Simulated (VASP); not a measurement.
A run of VASP 6.6.1 is set up as follows.

File INCAR:

```
ALGO = Normal ; EDIFF = 1E-7
EDIFFG = -0.01 ; ENCUT = 600
GGA = PE ; IBRION = 2
ISIF = 3 ; ISMEAR = 0
LASPH = T ; LCHARG = F
LREAL = F ; LWAVE = F
NELM = 100 ; NSW = 100
PREC = Accurate ; SIGMA = 0.1
```

KPOINTS

```
k-points
0
Gamma
  24 24 6
```

POSCAR

```
LiBe
1.0
    2.4515743599      0.0000000000      0.0000000000
   -1.2257871799      2.1231256749      0.0000000000
    0.0000000000      0.0000000000      8.6389061192
Li Be
2 2
Direct
    0.3333333333      0.6666666667      0.8544031212
    0.6666666667      0.3333333333      0.1455968788
    0.3333333333      0.6666666667      0.3983428976
    0.6666666667      0.3333333333      0.6016571024
```

Potentials or basis: VASP PAW PBE potentials, release 64 (Li_sv, Be).

The run is started by

```console
$ cat potpaw_PBE.64/Li_sv/POTCAR potpaw_PBE.64/Be/POTCAR > POTCAR
$ mpirun -np 1 vasp_std > vasp.out
```

What does it give for the relaxed volume?

11.17 Å³/atom.

Estimate the relaxed cell.

a = 2.443 Å, b = 2.443 Å, c = 8.646 Å, α = 90.00°, β = 90.00°, γ = 120.00°.

What does it give for the space group after relaxing (to 0.05 Å)?

P-3m1 (No. 164).

Predict the band gap on the k mesh.

zero (band 5 reaches 4.69 eV, above the bottom of band 6 at 0.50 eV).

The path:
| step | energy change (eV) | largest force (eV/Å) | pressure (GPa) | volume (Å³) |
| --- | --- | --- | --- | --- |
| 1 | 0.0000 | 0.0625 | -0.09 | 44.97 |
| 2 | -0.0008 | 0.0351 | -0.11 | 44.93 |
| 3 | -0.0011 | 0.0238 | -0.14 | 44.88 |
| 4 | -0.0013 | 0.0196 | -0.06 | 44.80 |
| 5 | -0.0014 | 0.0109 | 0.10 | 44.63 |
| 6 | -0.0015 | 0.0048 | 0.03 | 44.68 |

Caveat: the cutoff is under 1.25 times the usual one of these potentials, so pressure, stress and relaxed cells hold a basis-set (Pulay) error.
